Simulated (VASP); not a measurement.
Rb:

```
Rb
1.0
     0.00000    2.55533    2.55533
     2.55533    0.00000    2.55533
     2.55533    2.55533    0.00000
Rb
1
Cartesian
  0.0000 0.0000 0.0000
```

This isn't the form of Rb at room conditions, which is bcc.

| Property | Result |
| --- | --- |
| Program | VASP 6.6.1 |
| Task | relaxation of cell and atoms |
| Functional | PBE |
| Potentials or basis | VASP PAW PBE potentials, release 64 (Rb_sv) |
| Cutoff | 600 eV |
| k mesh | 11 × 11 × 11 |
| Occupations | fermi-dirac, width 0.03 eV |
| Spin | no spin polarisation |

At the start: pressure 13.8 GPa; volume 33.37 Å³/atom.

Q: How do energy, volume and symmetry change on relaxing?

A: Over 8 steps the energy falls by 1295.3 meV/atom and the volume is 90.34 Å³/atom (+170.7 %); space group Fm-3m (No. 225, to 0.1 Å) before and after.

Step by step:
| step | energy change (eV) | largest force (eV/Å) | pressure (GPa) | volume (Å³) |
| --- | --- | --- | --- | --- |
| 1 | 0.0000 | 0.0000 | 13.76 | 33.37 |
| 2 | -0.8767 | 0.0000 | 5.09 | 49.21 |
| 3 | -1.2578 | 0.0000 | 0.85 | 74.03 |
| 4 | -1.2906 | 0.0000 | 0.25 | 83.97 |
| 5 | -1.2953 | 0.0000 | 0.02 | 89.86 |
| 6 | -1.2952 | 0.0000 | -0.03 | 91.38 |
| 7 | -1.2953 | 0.0000 | -0.02 | 91.02 |
| 8 | -1.2953 | 0.0000 | 0.00 | 90.34 |

Final structure:
```xyz
1
Lattice="0.0000 3.5614 3.5614 3.5614 0.0000 3.5614 3.5614 3.5614 0.0000" Properties=species:S:1:pos:R:3 pbc="T T T"
Rb    0.0000    0.0000    0.0000
```

Caveat: the volume moved by over 15 % at a fixed basis, so the end points are rough.
